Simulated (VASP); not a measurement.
# WS2 (R3m) in VASP: notebook, part 2 of 2

VASP 6.6.1. Earlier steps stand in the parts before.

## Step 4: Single point, r2SCAN (strain -0.050 along x and y, +0.000 along z)

POSCAR

```
WS2
1.0
    1.5000503651      0.8660544821      6.1633300000
   -1.5000503651      0.8660544821      6.1633300000
    0.0000000000     -1.7321089641      6.1633300000
W S
1 2
Direct
    0.0000000000      0.0000000000      0.0000000000
    0.7503000000      0.7503000000      0.7503000000
    0.5810000000      0.5810000000      0.5810000000
```

INCAR.step1

```
SYSTEM = WS2
PREC = Accurate ; ENCUT = 520
ISMEAR = 0 ; SIGMA = 0.05
LREAL = .False. ; LASPH = .True.
NELM = 60 ; NBANDS = 20
GGA = PE ; ALGO = Normal
EDIFF = 1E-4 ; LWAVE = .True.
LCHARG = .False.
```

INCAR.step2

```
SYSTEM = WS2
PREC = Accurate ; ENCUT = 520
EDIFF = 1E-6 ; ISMEAR = 0
SIGMA = 0.05 ; LREAL = .False.
LASPH = .True. ; NELM = 60
ALGO = Normal ; ISIF = 2
LWAVE = .False. ; LCHARG = .False.
METAGGA = R2SCAN ; LMIXTAU = .True.
NBANDS = 20 ; ISTART = 1
```

KPOINTS

```
Automatic mesh
0
Gamma
  12 12 12
  0 0 0
```

Potentials or basis: VASP PAW PBE potentials, release 64 (W_sv, S).

Launch:

```bash
cat potpaw_PBE.64/W_sv/POTCAR potpaw_PBE.64/S/POTCAR > POTCAR
cp INCAR.step1 INCAR
mpirun -np 1 vasp_std > vasp.out
cp INCAR.step2 INCAR
mpirun -np 1 vasp_std > vasp.out
```

OUTCAR:

```text
SYSTEM = WS2
   PREC = Accurate
   ENCUT = 520
   EDIFF = 1E-6
   ISMEAR = 0
   LREAL = .False.
   LASPH = .True.
   NELM = 60
   ISIF = 2
   METAGGA = R2SCAN
   ISTART = 1

 ion  position               nearest neighbor table
   1  0.000  0.000  0.000-   2 2.32   2 2.32   2 2.32   3 2.35   3 2.35   3 2.35
   2  0.750  0.750  0.750-   1 2.32   1 2.32   1 2.32
   3  0.581  0.581  0.581-   1 2.35   1 2.35   1 2.35

  LATTYP: Found a trigonal (rhomboedric) cell.
 ALAT       =     6.4020963873
 COS(alpha) =     0.8902012842
[... 196 lines left out ...]
      5      -8.5194      2.00000
      6      -6.2596      2.00000
[... 541 lines left out ...]
     19      17.9678      0.00000
     20      17.9970      0.00000

 [... further k-points ...]
[... 5 lines left out ...]
  --------------------------------------------------------------------------------------
  -------------------------------------------------------------------------------------
  Total        8.6807931      8.6807931      5.1556329      0.0000000      0.0000000     -0.0000000
  in kB      289.5024607    289.5024607    171.9391756      0.0000000      0.0000000     -0.0000000
  external PRESSURE =     250.3146990 kB  Pullay stress =       0.0000000 kB

 VOLUME and BASIS-vectors are now :
 -----------------------------------------------------------------------------
  energy-cutoff  :      520.00
  volume of cell :       48.04
      direct lattice vectors                 reciprocal lattice vectors
     1.500050365  0.866054482  6.163330000     0.333322141  0.192443628  0.054083318
    -1.500050365  0.866054482  6.163330000    -0.333322141  0.192443628  0.054083318
     0.000000000 -1.732108964  6.163330000     0.000000000 -0.384887256  0.054083318

 POSITION                                       TOTAL-FORCE (eV/Angst)
 -----------------------------------------------------------------------------------
      0.00000      0.00000      0.00000         0.000000     -0.000000     -0.783795
      0.00000      0.00000     13.87304         0.000000      0.000000      1.716763
      0.00000      0.00000     10.74268         0.000000     -0.000000     -0.932967
 -----------------------------------------------------------------------------------
    total drift:                                0.000000      0.000000      0.000096

  FREE ENERGIE OF THE ION-ELECTRON SYSTEM (eV)
  ---------------------------------------------------
  free  energy   TOTEN  =       -69.5586688645 eV

  energy  without entropy=      -69.5586688645  energy(sigma->0) =      -69.55866886
```

OUTCAR.step1:

```text
SYSTEM = WS2
   PREC = Accurate
   ENCUT = 520
   ISMEAR = 0
   LREAL = .False.
   LASPH = .True.
   NELM = 60
[... 776 lines left out ...]
      0.00000      0.00000      0.00000         0.000000     -0.000000     -0.772353
      0.00000      0.00000     13.87304         0.000000      0.000000      1.966020
      0.00000      0.00000     10.74268         0.000000     -0.000000     -1.193666
 -----------------------------------------------------------------------------------
    total drift:                                0.000000      0.000000     -0.000441

  FREE ENERGIE OF THE ION-ELECTRON SYSTEM (eV)
  ---------------------------------------------------
  free  energy   TOTEN  =       -23.0922209962 eV

  energy  without entropy=      -23.0922209962  energy(sigma->0) =      -23.09222100
```

OSZICAR.step1:

```text
N       E                     dE             d eps       ncg     rms          rms(c)
DAV:   1     0.203159553327E+03    0.20316E+03   -0.13137E+04  7560   0.132E+03
DAV:   2    -0.138695047407E+02   -0.21703E+03   -0.20968E+03  8796   0.351E+02
DAV:   3    -0.240775860337E+02   -0.10208E+02   -0.10108E+02  9532   0.716E+01
DAV:   4    -0.242174471047E+02   -0.13986E+00   -0.13976E+00  9128   0.903E+00
DAV:   5    -0.242197229656E+02   -0.22759E-02   -0.22758E-02  9400   0.120E+00    0.337E+01
DAV:   6    -0.232512835831E+02    0.96844E+00   -0.37224E+00  8536   0.142E+01    0.145E+01
DAV:   7    -0.231330991053E+02    0.11818E+00   -0.10744E+00  8068   0.586E+00    0.556E+00
DAV:   8    -0.230944403252E+02    0.38659E-01   -0.26276E-01  8568   0.345E+00    0.172E+00
DAV:   9    -0.230927345369E+02    0.17058E-02   -0.15039E-02  9712   0.819E-01    0.795E-01
DAV:  10    -0.230922644087E+02    0.47013E-03   -0.62922E-03  8760   0.547E-01    0.650E-02
DAV:  11    -0.230922209962E+02    0.43412E-04   -0.54433E-04  8444   0.169E-01
   1 F= -.23092221E+02 E0= -.23092221E+02  d E =-.252969E-16
```

Wall time 47 min (1 thread of Intel Xeon 8259CL, shared host); peak memory 0.47 GiB.

What came out:

| Quantity | Value |
| --- | --- |
| Free energy | -69.5587 eV |
| Pressure | 25.0 GPa |
| Largest force | 1.717 eV/Å |
| Band gap on the k mesh | 1.28 eV (least direct gap 2.74 eV) |

Forces in eV/Å, atoms in the order of the input:
```
W    0.000  0.000 -0.784
S    0.000  0.000  1.717
S    0.000  0.000 -0.933
```

Caveat: the cell differs from its parent crystal (strain -0.050 along x and y, +0.000 along z); the stress differs along the axes, from 17 to 29 GPa; the PAW data sets were made with another functional, which shifts forces and pressure a little; spin-orbit coupling is left out, which moves the levels of the heavy elements. A k mesh can miss the band edges.

## Step 5: Single point, r2SCAN (strain -0.025 along x and y, -0.050 along z)

POSCAR

```
WS2
1.0
    1.5395253747      0.8888453895      5.8551635000
   -1.5395253747      0.8888453895      5.8551635000
    0.0000000000     -1.7776907790      5.8551635000
W S
1 2
Direct
    0.0000000000      0.0000000000      0.0000000000
    0.7503000000      0.7503000000      0.7503000000
    0.5810000000      0.5810000000      0.5810000000
```

INCAR.step1

```
PREC = Accurate
ENCUT = 520
ISMEAR = 0
SIGMA = 0.05
LREAL = False
LASPH = True
NELM = 60
NBANDS = 20
GGA = PE
ALGO = Normal
EDIFF = 1E-4
LWAVE = True
LCHARG = False
```

INCAR.step2

```
PREC = Accurate
ENCUT = 520
EDIFF = 1E-6
ISMEAR = 0
SIGMA = 0.05
LREAL = False
LASPH = True
NELM = 60
ALGO = Normal
ISIF = 2
LWAVE = False
LCHARG = False
METAGGA = R2SCAN
LMIXTAU = True
NBANDS = 20
ISTART = 1
```

KPOINTS

```
Automatic mesh
0
Gamma
  12 12 12
```

Launch:

```bash
cat potpaw_PBE.64/W_sv/POTCAR potpaw_PBE.64/S/POTCAR > POTCAR
cp INCAR.step1 INCAR
mpirun -np 1 vasp_std > vasp.out
cp INCAR.step2 INCAR
mpirun -np 1 vasp_std > vasp.out
```

Run time: 48 min. Hardware: 1 thread of Intel Xeon 8259CL, shared host; peak memory 0.46 GiB.

The run converged. Its results:

```yaml
Free_energy: -69.6049 eV
Pressure: 25.7 GPa
Largest_force: 2.857 eV/Å
Band_gap_on_the_k_mesh: 0.89 eV (least direct gap 2.09 eV)
```

Forces on the atoms (eV/Å):
```
W    0.000  0.000 -0.772
S    0.000  0.000  2.857
S    0.000  0.000 -2.084
```

Stress tensor (GPa, compression positive):
```
23.64  0.00  0.00
 0.00 23.64  0.00
 0.00  0.00 29.75
```

Levels at points of the mesh, in eV from the valence-band top:
| k point | band 11 | band 12 | band 13 | band 14 | band 15 | band 16 |
| --- | --- | --- | --- | --- | --- | --- |
| (0.00, 0.00, 0.00) | -3.18 | -1.86 | -1.59 | 2.13 | 2.13 | 2.77 |
| (0.50, 0.00, 0.00) | -3.07 | -2.49 | -2.33 | 2.30 | 2.71 | 3.85 |
| (0.50, 0.50, 0.00) | -3.88 | -2.75 | -2.10 | 2.22 | 2.85 | 3.38 |
| (0.50, 0.50, 0.50) | -3.13 | -3.13 | 0.00 | 2.30 | 2.30 | 2.52 |

Caveat: the cell differs from its parent crystal (strain -0.025 along x and y, -0.050 along z); the stress differs along the axes, from 24 to 30 GPa; the PAW data sets were made with another functional, which shifts forces and pressure a little; spin-orbit coupling is left out, which moves the levels of the heavy elements. A k mesh can miss the band edges.

## Step 6: Overview

| cell | gap on the mesh (eV) | pressure (GPa) | largest force (eV/Å) |
| --- | --- | --- | --- |
| a = 6.106 Å, angles 28.4°, 3 atoms | 0.97 | 40.9 | 3.83 |
| a = 6.254 Å, angles 27.8°, 3 atoms | 1.13 | 32.4 | 2.73 |
| a = 6.402 Å, angles 27.1°, 3 atoms | 1.28 | 25.0 | 1.72 |
| a = 6.119 Å, angles 29.1°, 3 atoms | 0.89 | 25.7 | 2.86 |

Alike in all rows: task single point; level r2SCAN; potentials or basis VASP PAW PBE potentials, release 64 (W_sv, S); no spin polarisation; k mesh 12 × 12 × 12; cutoff (eV) 520; smearing gaussian 0.05 eV.

Caveats: the PAW data sets were made with another functional, which shifts forces and pressure a little; spin-orbit coupling is left out, which moves the levels of the heavy elements; the cell stands under pressure (at least some runs); the stress differs along the axes, from 29 to 34 GPa (at least some runs); the stress differs along the axes, from 17 to 29 GPa (at least some runs); the stress differs along the axes, from 24 to 30 GPa (at least some runs).

Total energies depend on the potentials used, so only differences within one code and one set of settings carry meaning.
